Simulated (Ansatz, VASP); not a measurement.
# Two plane-wave programs on Li27H26F

```
Li F H
1.0
     0.00000    6.02586    6.02586
     6.02586    0.00000    6.02586
     6.02586    6.02586    0.00000
Li F H
27 1 26
Direct
  0.00000 0.00000 0.00000
  0.00000 0.00000 0.33333
  0.00000 0.00000 0.66667
  0.00000 0.33333 0.00000
  0.00000 0.33333 0.33333
  0.00000 0.33333 0.66667
  0.00000 0.66667 0.00000
  0.00000 0.66667 0.33333
  0.00000 0.66667 0.66667
  0.33333 0.00000 0.00000
  0.33333 0.00000 0.33333
  0.33333 0.00000 0.66667
  0.33333 0.33333 0.00000
  0.33333 0.33333 0.33333
  0.33333 0.33333 0.66667
  0.33333 0.66667 0.00000
  0.33333 0.66667 0.33333
  0.33333 0.66667 0.66667
  0.66667 0.00000 0.00000
  0.66667 0.00000 0.33333
  0.66667 0.00000 0.66667
  0.66667 0.33333 0.00000
  0.66667 0.33333 0.33333
  0.66667 0.33333 0.66667
  0.66667 0.66667 0.00000
  0.66667 0.66667 0.33333
  0.66667 0.66667 0.66667
  0.16667 0.16667 0.16667
  0.16667 0.16667 0.50000
  0.16667 0.16667 0.83333
  0.16667 0.50000 0.16667
  0.16667 0.50000 0.50000
  0.16667 0.50000 0.83333
  0.16667 0.83333 0.16667
  0.16667 0.83333 0.50000
  0.16667 0.83333 0.83333
  0.50000 0.16667 0.16667
  0.50000 0.16667 0.50000
  0.50000 0.16667 0.83333
  0.50000 0.50000 0.16667
  0.50000 0.50000 0.50000
  0.50000 0.50000 0.83333
  0.50000 0.83333 0.16667
  0.50000 0.83333 0.50000
  0.50000 0.83333 0.83333
  0.83333 0.16667 0.16667
  0.83333 0.16667 0.50000
  0.83333 0.16667 0.83333
  0.83333 0.50000 0.16667
  0.83333 0.50000 0.50000
  0.83333 0.50000 0.83333
  0.83333 0.83333 0.16667
  0.83333 0.83333 0.50000
  0.83333 0.83333 0.83333
```

Alike in both runs: functional PBE; k mesh 3 × 3 × 3; occupations fermi-dirac, width 0.01 eV; no spin polarisation.

Ansatz relaxed the structure, and its values are those at the end. VASP's run is a single point on that final structure, the one shown.

|  | VASP | Ansatz |
| --- | --- | --- |
| version | VASP 6.6.1 | Ansatz 0.2.0 |
| potentials or method | VASP PAW PBE potentials, release 64 (Li_sv, F, H) | plane-wave PAW, scalar-relativistic |
| plane-wave cutoff (eV) | 520 | 420 |
| valence electrons in the cell | 114 | 114 |

|  | VASP | Ansatz | Ansatz less VASP |
| --- | --- | --- | --- |
| gap on the k mesh at the Fermi level (eV) | 3.50 | 3.51 | +0.006 |
| rms of the force components (eV/Å) | 0.011 | 0.011 | +0.0001 |

With one functional, cell and mesh, what is left measures potentials, basis and numerics. Ansatz's warnings: stress scf threshold loose.

Noted on VASP's run: the cutoff is under 1.25 times that of the potentials, so the pressure is a little rough.
